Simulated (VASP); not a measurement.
Runs of VASP 6.6.1 on LiSnF3. The structure is that of space group Pm-3m (No. 221), or close to it. The cells are those of the table. The cell was built from a structure type or drawn by symmetry, and may not be a known phase.

```csv
task,cell,k mesh,cutoff (eV),smearing,gap on the mesh (eV),pressure (GPa),relaxed volume (Å³/atom)
single point,"a = 4.685 Å, 5 atoms",4 × 4 × 4,520,gaussian 0.1 eV,(b),-,-
single point,"a = 4.674 Å, 5 atoms",6 × 6 × 6,520,gaussian 0.02 eV,0.93,-,-
single point,"a = 4.182 Å, 5 atoms",4 × 4 × 4,520,gaussian 0.1 eV,none,-,-
relaxation of cell and atoms,"relaxed from a = 4.685 Å, 5 atoms",6 × 6 × 6,600,gaussian 0.02 eV,0.89,0.0,(a)
relaxation of cell and atoms,"relaxed from a = 4.182 Å, 5 atoms",4 × 4 × 4,600,gaussian 0.1 eV,0.85,0.1,20.21
```

Alike in all rows: level PBE; potentials or basis VASP PAW PBE potentials, release 64 (Li_sv, Sn_d, F); no spin polarisation.

Question: Estimate the missing entries.

Answer: (a) 20.33; (b) 0.96.

Caveats: some runs use coarse meshes; the cutoff is under 1.25 times the usual one of these potentials, so pressure, stress and relaxed cells hold a basis-set (Pulay) error; spin-orbit coupling is left out, which moves the levels of the heavy elements; the volume moved by over 15 % at a fixed basis, so the end points are rough (at least some runs).

A k mesh can miss the band edges, and the runs leave out spin-orbit coupling on Sn.

A gap of «none» marks levels without a gap at the run's occupations.
